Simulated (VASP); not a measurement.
# Bi2Te3 (R-3m) in VASP: a series of runs

The runs below take Bi2Te3 through single point, with PBEsol.

Everything below comes from runs of VASP 6.6.1. Logs are shortened: lines on timing, memory, paths and dates and some standing lists are left out, and cuts for length are marked.

**Experimental background.**

“Vacancy and Antisite-Induced Ferromagnetism in Liquid-Phase Exfoliated Bi2Te3”, 2024, arxiv:2412.10539 quotes, for a bulk crystal of Bi2Te3: band gap 0.17 eV.

How close the calculation comes is told below.

## 1. The cell of the first run

It takes space group R-3m (No. 166, trigonal). Conventional cell: a = 4.381 Å, b = 4.381 Å, c = 30.323 Å, α = 90.00°, β = 90.00°, γ = 120.00°. Bi (site symmetry 3m) has 6 Te at 3.06 to 3.23 Å within 4.0 Å. Te (site symmetry -3m) has 6 Bi at 3.23 Å and 12 Te at 4.38 to 4.51 Å within 4.6 Å. Te (site symmetry 3m) has 3 Bi at 3.06 Å and 3 Te at 3.65 Å within 4.0 Å.

## 2. Single point, PBEsol

Input file INCAR:

```
ALGO = Normal ; EDIFF = 1E-6
ENCUT = 500 ; GGA = PS
GGA_COMPAT = F ; ISIF = 2
ISMEAR = 0 ; LASPH = T
LCHARG = F ; LREAL = F
LWAVE = F ; NBANDS = 85
NELM = 120 ; PREC = Accurate
SIGMA = 0.03
```

Input file KPOINTS:

```
k-points
0
Gamma
  9 9 2
```

Input file POSCAR:

```
Bi2Te3
1.0
   -4.3808388124      0.0000000000      0.0000000000
   -2.1904194062     -3.7939177014      0.0000000000
    0.0000000000      0.0000000000     30.3232969145
Bi Te
6 9
Direct
    0.6666666667      0.6666666667      0.7331583822
    1.0000000000      0.0000000000      0.3998250489
    0.3333333333      0.3333333333      0.0664917155
    0.6666666667      0.6666666667      0.9335082845
    1.0000000000      0.0000000000      0.6001749511
    0.3333333333      0.3333333333      0.2668416178
    0.6666666667      0.6666666667      0.3333333333
    0.0000000000      1.0000000000      0.0000000000
    0.3333333333      0.3333333333      0.6666666667
    0.6666666667      0.6666666667      0.5433396851
    1.0000000000      0.0000000000      0.2100063518
    0.3333333333      0.3333333333      0.8766730184
    0.6666666667      0.6666666667      0.1233269816
    1.0000000000      0.0000000000      0.7899936482
    0.3333333333      0.3333333333      0.4566603149
```

Potentials or basis: VASP PAW PBE potentials, release 64 (Bi_d, Te).

The run is started by

```sh
> cat potpaw_PBE.64/Bi_d/POTCAR potpaw_PBE.64/Te/POTCAR > POTCAR
> mpirun -np 1 vasp_std > vasp.out
```

OUTCAR:

```text
EDIFF = 1E-6
   ENCUT = 500
   GGA = PS
   ISIF = 2
   ISMEAR = 0
   LASPH = T
   LREAL = F
   NELM = 120
   PREC = Accurate

 ion  position               nearest neighbor table
   1  0.667  0.667  0.733-  14 3.06  14 3.06  14 3.06   9 3.23   9 3.23   9 3.23
   2  0.000  0.000  0.400-  15 3.06  15 3.06  15 3.06   7 3.23   7 3.23   7 3.23
   3  0.333  0.333  0.066-  13 3.06  13 3.06  13 3.06   8 3.23   8 3.23   8 3.23
   4  0.667  0.667  0.934-  12 3.06  12 3.06  12 3.06   8 3.23   8 3.23   8 3.23
   5  0.000  0.000  0.600-  10 3.06  10 3.06  10 3.06   9 3.23   9 3.23   9 3.23
   6  0.333  0.333  0.267-  11 3.06  11 3.06  11 3.06   7 3.23   7 3.23   7 3.23
   7  0.667  0.667  0.333-   6 3.23   6 3.23   6 3.23   2 3.23   2 3.23   2 3.23
   8  0.000  0.000  0.000-   3 3.23   4 3.23   4 3.23   3 3.23   4 3.23   3 3.23
   9  0.333  0.333  0.667-   1 3.23   1 3.23   1 3.23   5 3.23   5 3.23   5 3.23
  10  0.667  0.667  0.543-   5 3.06   5 3.06   5 3.06  15 3.65  15 3.65  15 3.65
  11  0.000  0.000  0.210-   6 3.06   6 3.06   6 3.06  13 3.65  13 3.65  13 3.65
  12  0.333  0.333  0.877-   4 3.06   4 3.06   4 3.06  14 3.65  14 3.65  14 3.65
  13  0.667  0.667  0.123-   3 3.06   3 3.06   3 3.06  11 3.65  11 3.65  11 3.65
  14  0.000  0.000  0.790-   1 3.06   1 3.06   1 3.06  12 3.65  12 3.65  12 3.65
  15  0.333  0.333  0.457-   2 3.06   2 3.06   2 3.06  10 3.65  10 3.65  10 3.65

  LATTYP: Found a hexagonal cell.
 ALAT       =     4.3808388124
 C/A-ratio  =     6.9218015575

  Lattice vectors:

 A1 = (   2.1904194062,   3.7939177014,   0.0000000000)
 A2 = (  -4.3808388124,   0.0000000000,   0.0000000000)
 A3 = (   0.0000000000,   0.0000000000,  30.3232969145)

Analysis of symmetry for initial positions (statically):
=====================================================================
 Subroutine PRICEL returns following result:

  LATTYP: Found a trigonal (rhomboedric) cell.
 ALAT       =    10.4194134069
 COS(alpha) =     0.9116110422

  Lattice vectors:

 A1 = (   0.0000000002,   2.5292784677, -10.1077656372)
 A2 = (   2.1904194058,  -1.2646392341, -10.1077656402)
 A3 = (  -2.1904194060,  -1.2646392337, -10.1077656372)

   3 primitive cells build up your supercell.

 Routine SETGRP: Setting up the symmetry group for a
 hexagonal supercell.

 Subroutine GETGRP returns: Found 12 space group operations
 (whereof 12 operations were pure point group operations)
 out of a pool of 24 trial point group operations.

The static configuration has the point symmetry D_3d.

Analysis of symmetry for dynamics (positions and initial velocities):
=====================================================================
 Subroutine PRICEL returns following result:

  LATTYP: Found a trigonal (rhomboedric) cell.
 ALAT       =    10.4194134069
 COS(alpha) =     0.9116110422

  Lattice vectors:

 A1 = (   0.0000000002,   2.5292784677, -10.1077656372)
 A2 = (   2.1904194058,  -1.2646392341, -10.1077656402)
 A3 = (  -2.1904194060,  -1.2646392337, -10.1077656372)

   3 primitive cells build up your supercell.

 Routine SETGRP: Setting up the symmetry group for a
 hexagonal supercell.

 Subroutine GETGRP returns: Found 12 space group operations
 (whereof 12 operations were pure point group operations)
 out of a pool of 24 trial point group operations.

The dynamic configuration has the point symmetry D_3d.

 Subroutine INISYM returns: Found 12 space group operations
 (whereof 12 operations are pure point group operations),
 and found     3 'primitive' translations

----------------------------------------------------------------------------------------

                                     Primitive cell

  volume of cell :     167.9965

  direct lattice vectors                    reciprocal lattice vectors
[... 22 lines left out ...]
----------------------------------------------------------------------------------------

 KPOINTS: k-points

Automatic generation of k-mesh.
 Grid dimensions read from file:
 generate k-points for:    9    9    2

 Generating k-lattice:

  Cartesian coordinates                     Fractional coordinates (reciprocal lattice)
    -0.025362976  0.014643321  0.000000000     0.111111111 -0.000000000  0.000000000
     0.000000000 -0.029286642  0.000000000     0.000000000  0.111111111  0.000000000
     0.000000000  0.000000000  0.016488972     0.000000000  0.000000000  0.500000000

  Length of vectors
     0.029286642  0.029286642  0.016488972

  Shift w.r.t. Gamma in fractional coordinates (k-lattice)
     0.000000000  0.000000000  0.000000000

 Subroutine IBZKPT returns following result:
 ===========================================

 Found     24 irreducible k-points:

 Following reciprocal coordinates:
            Coordinates               Weight
  0.000000  0.000000  0.000000      1.000000
  0.111111  0.000000  0.000000      6.000000
  0.222222  0.000000  0.000000      6.000000
  0.333333  0.000000  0.000000      6.000000
  0.444444  0.000000  0.000000      6.000000
  0.222222  0.111111  0.000000      6.000000
[... 16 lines left out ...]
 -0.444444  0.222222  0.500000     12.000000
 -0.333333  0.333333  0.500000      2.000000
   k-points           NKPTS =     24   k-points in BZ     NKDIM =     24   number of bands    NBANDS=     85
   number of dos      NEDOS =    301   number of ions     NIONS =     15
   total plane-waves  NPLWV = 229376
   dimension x,y,z NGX =    32 NGY =   32 NGZ =  224
   dimension x,y,z NGXF=    64 NGYF=   64 NGZF=  448
   ions per type =               6   9
   NGX,Y,Z   is equivalent  to a cutoff of  12.14, 12.14, 12.28 a.u.
   NGXF,Y,Z  is equivalent  to a cutoff of  24.29, 24.29, 24.56 a.u.
 SYSTEM =  unknown system
   PREC   = accura    normal or accurate (medium, high low for compatibility)
   ISTART =      0    job   : 0-new  1-cont  2-samecut
   ICHARG =      2    charge: 1-file 2-atom 10-const
   ISPIN  =      1    spin polarized calculation?
   LNONCOLLINEAR =      F non collinear calculations
   LSORBIT =      F    spin-orbit coupling
   LASPH  =      T    aspherical Exc in radial PAW
   ENCUT  =  500.0 eV  36.75 Ry    6.06 a.u.   7.99  7.99 55.29*2*pi/ulx,y,z
   NELM   =    120;   NELMIN=  2; NELMDL= -5     # of ELM steps
   EDIFF  = 0.1E-05   stopping-criterion for ELM
   LREAL  =      F    real-space projection
   EDIFFG = 0.1E-04   stopping-criterion for IOM
   NSW    =      0    number of steps for IOM
   IBRION =     -1    ionic relax: 0-MD 1-quasi-New 2-CG
   NFREE  =      0    steps in history (QN), initial steepest desc. (CG)
   ISIF   =      2    stress and relaxation
   ISYM   =      2    0-nonsym 1-usesym 2-fastsym
   POTIM  = 0.5000    time-step for ionic-motion
   TEBEG  =    0.0;   TEEND  =   0.0 temperature during run
   PSTRESS=    0.0 pullay stress
   NELECT =     144.0000    total number of electrons
   NUPDOWN=      -1.0000    fix difference up-down
   EMIN   =  10.00;   EMAX   =-10.00  energy-range for DOS
   EFERMI =   0.00;   METHOD = LEGACY
   ISMEAR =     0;   SIGMA  =   0.03  broadening in eV -4-tet -1-fermi 0-gaus
   EFERMI_NEDOS =   21; number of points for ismear=-14 and -15
   IALGO  =     38    algorithm
   IMIX   =      4    mixing-type and parameters
     AMIX     =   0.40;   BMIX     =  1.00
     AMIX_MAG =   1.60;   BMIX_MAG =  1.00
  volume/ion in A,a.u.               =      33.60       226.74
  Fermi-wavevector in a.u.,A,eV,Ry     =   1.078256  2.037608 15.818617  1.162636
  Thomas-Fermi vector in A             =   2.214190
   LORBIT       =      0    0 simple, 1 ext, 2 COOP (PROOUT), +10 PAW based schemes
   GGA     = PS    functional components
   LHFCALC =     F    Hartree Fock is set to
   AEXX    =    0.0000 exact exchange contribution
   IVDW    =     0    specifies the selected vdW correction
   LEPSILON=     F    determine dielectric tensor
   LRPA    =     F    only Hartree local field effects (RPA)
 non-spin polarized calculation
 Gauss-broadening in eV      SIGMA  =   0.03
  energy-cutoff  :      500.00
  volume of cell :      503.99
 maximum number of plane-waves:     12828
   NGX = 15   NGY = 15   NGZ =111

 number of electron     144.0000007 magnetization

 Free energy of the ion-electron system (eV)
  ---------------------------------------------------
  ext. energy  EPLUGINS =         0.00000000
  ---------------------------------------------------
  free energy    TOTEN  =       -60.89148868 eV

  energy without entropy =      -60.89148868  energy(sigma->0) =      -60.89148868

 E-fermi :   6.2596     XC(G=0):  -9.5241

 val. band max:        6.1565845965   @ k =   0.0000   0.0000   0.0000
 cond. band min:       6.3626109453   @ k =   0.0000   0.0000   0.0000
 fundamental gap:      0.2060263488
 Fermi energy:         6.2596097103

 k-point     1 :       0.0000    0.0000    0.0000
  band No.  band energies     occupation
      1     -16.9558      2.00000
      2     -16.9558      2.00000
      3     -16.9557      2.00000
      4     -16.9557      2.00000
      5     -16.9557      2.00000
      6     -16.9557      2.00000
[... 2077 lines left out ...]
     83       9.4847      0.00000
     84       9.4847      0.00000
 [bands above 84 left out]

------------------------ aborting loop because EDIFF is reached ----------------------------------------

  FORCE on cell =-STRESS in cart. coord.  units (eV):
  Direction    XX          YY          ZZ          XY          YZ          ZX
  --------------------------------------------------------------------------------------
  -------------------------------------------------------------------------------------
  Total        0.0219387      0.0219387     -0.0223864     -0.0000000      0.0000000      0.0000000
  in kB        0.0697427      0.0697427     -0.0711662     -0.0000000      0.0000000      0.0000000
  external PRESSURE =       0.0227731 kB  Pullay stress =       0.0000000 kB

 VOLUME and BASIS-vectors are now :
 -----------------------------------------------------------------------------
  energy-cutoff  :      500.00
  volume of cell :      503.99
      direct lattice vectors                 reciprocal lattice vectors
    -4.380838812  0.000000000  0.000000000    -0.228266787  0.131789891  0.000000000
    -2.190419406 -3.793917701  0.000000000     0.000000000 -0.263579782  0.000000000
     0.000000000  0.000000000 30.323296914     0.000000000  0.000000000  0.032977944

 POSITION                                       TOTAL-FORCE (eV/Angst)
 -----------------------------------------------------------------------------------
     -4.38084     -2.52928     22.23178        -0.000000     -0.000000     -0.007649
      0.00000      0.00000     12.12401        -0.000000     -0.000000     -0.007649
     -2.19042     -1.26464      2.01625         0.000000     -0.000000     -0.007649
     -4.38084     -2.52928     28.30705         0.000000      0.000000      0.007649
      0.00000      0.00000     18.19928         0.000000      0.000000      0.007649
     -2.19042     -1.26464      8.09152         0.000000      0.000000      0.007649
     -4.38084     -2.52928     10.10777        -0.000000      0.000000     -0.000000
      0.00000      0.00000      0.00000        -0.000000      0.000000     -0.000000
     -2.19042     -1.26464     20.21553        -0.000000      0.000000     -0.000000
     -4.38084     -2.52928     16.47585         0.000000     -0.000000     -0.016198
      0.00000      0.00000      6.36808         0.000000      0.000000     -0.016198
     -2.19042     -1.26464     26.58362         0.000000     -0.000000     -0.016198
     -4.38084     -2.52928      3.73968        -0.000000     -0.000000      0.016198
      0.00000      0.00000     23.95521        -0.000000      0.000000      0.016198
     -2.19042     -1.26464     13.84745        -0.000000     -0.000000      0.016198
 -----------------------------------------------------------------------------------
    total drift:                               -0.000000     -0.000000      0.000000

  FREE ENERGIE OF THE ION-ELECTRON SYSTEM (eV)
  ---------------------------------------------------
  free  energy   TOTEN  =       -60.8914886781 eV

  energy  without entropy=      -60.8914886765  energy(sigma->0) =      -60.89148868
```

It took 20 min on 1 thread of Intel Xeon Platinum 8559C (Emerald Rapids), shared host; peak memory 0.94 GiB.

What came out:

```yaml
Free_energy: -60.8915 eV
Pressure: 0.0 GPa
Largest_force: 0.016 eV/Å
Band_gap_on_the_k_mesh: 0.21 eV
```

Forces on the atoms (eV/Å):
```
Bi   0.000  0.000 -0.008
Bi   0.000  0.000 -0.008
Bi   0.000  0.000 -0.008
Bi   0.000  0.000  0.008
Bi   0.000  0.000  0.008
Bi   0.000  0.000  0.008
Te   0.000  0.000  0.000
Te   0.000  0.000  0.000
Te   0.000  0.000  0.000
Te   0.000  0.000 -0.016
Te   0.000  0.000 -0.016
Te   0.000  0.000 -0.016
Te   0.000  0.000  0.016
Te   0.000  0.000  0.016
Te   0.000  0.000  0.016
```

Caveat: the PAW data sets were made with another functional, which shifts forces and pressure a little; spin-orbit coupling is left out, which moves the levels of the heavy elements. A k mesh can miss the band edges.

## 3. Single point, PBEsol

This run uses another cell than the first one: it holds 5 atoms, not 15.

Input file INCAR:

```
  PREC = Accurate
  ENCUT = 520
  EDIFF = 1E-6
  ISMEAR = 0
  SIGMA = 0.01
  LREAL = F
  LASPH = T
  NELM = 60
  ALGO = Normal
  ISIF = 2
  LWAVE = F
  LCHARG = F
  GGA = PS
  NBANDS = 32
```

Input file KPOINTS:

```
regular mesh
0
Gamma
  12 12 12
```

Input file POSCAR:

```
Bi2Te3
1.0
    2.1904194082      1.2646392349     10.1077649148
   -2.1904194082      1.2646392349     10.1077649148
    0.0000000000     -2.5292784699     10.1077649148
Bi Te
2 3
Direct
    0.3998250521      0.3998250521      0.3998250521
    0.6001749479      0.6001749479      0.6001749479
    0.0000000000      0.0000000000      0.0000000000
    0.2100063448      0.2100063448      0.2100063448
    0.7899936552      0.7899936552      0.7899936552
```

Potentials or basis: VASP PAW PBE potentials, release 64 (Bi_d, Te).

The run is started by

```sh
> cat potpaw_PBE.64/Bi_d/POTCAR potpaw_PBE.64/Te/POTCAR > POTCAR
> mpirun -np 1 vasp_std > vasp.out
```

It took 1.8 h on 1 thread of Oxide Virtual Turin-like, shared host; peak memory 1.5 GiB.

Results (log left out):

| Item | Value |
| --- | --- |
| Free energy | -20.2962 eV |
| Pressure | 0.0 GPa |
| Largest force | 0.016 eV/Å |
| Band gap on the k mesh | 0.20 eV |

Forces on the atoms (eV/Å):
```
Bi   0.000  0.000 -0.010
Bi   0.000  0.000  0.010
Te   0.000  0.000  0.000
Te   0.000  0.000 -0.016
Te   0.000  0.000  0.016
```

Levels at points of the mesh, in eV from the valence-band top:
| k point | band 20 | band 21 | band 22 | band 23 | band 24 | band 25 | band 26 | band 27 | band 28 | band 29 |
| --- | --- | --- | --- | --- | --- | --- | --- | --- | --- | --- |
| (0.00, 0.00, 0.00) | -1.73 | -1.73 | -0.89 | -0.89 | 0.00 | 0.21 | 0.63 | 0.63 | 1.91 | 2.12 |
| (0.50, 0.00, 0.00) | -3.23 | -2.95 | -2.41 | -0.93 | -0.51 | 0.54 | 1.08 | 2.73 | 2.81 | 3.24 |
| (0.50, 0.50, 0.00) | -2.41 | -2.02 | -1.83 | -1.55 | -0.94 | 0.88 | 1.46 | 2.08 | 2.66 | 2.78 |
| (0.50, 0.50, 0.50) | -1.45 | -1.45 | -1.17 | -1.17 | -0.43 | 0.76 | 1.11 | 1.11 | 1.65 | 1.65 |

Caveat: the PAW data sets were made with another functional, which shifts forces and pressure a little; spin-orbit coupling is left out, which moves the levels of the heavy elements.

## 4. How close it comes

Step 3. Measured gap of Bi2Te3: 0.17 eV (quoted in “Vacancy and Antisite-Induced Ferromagnetism in Liquid-Phase Exfoliated Bi2Te3”, 2024, arxiv:2412.10539). This calculation gives 0.20 eV (+0.03 eV). Spin-orbit coupling on Bi, Te is left out. The value is that of PBEsol on a finite k mesh, which can miss the band edges, without temperature or zero-point motion.
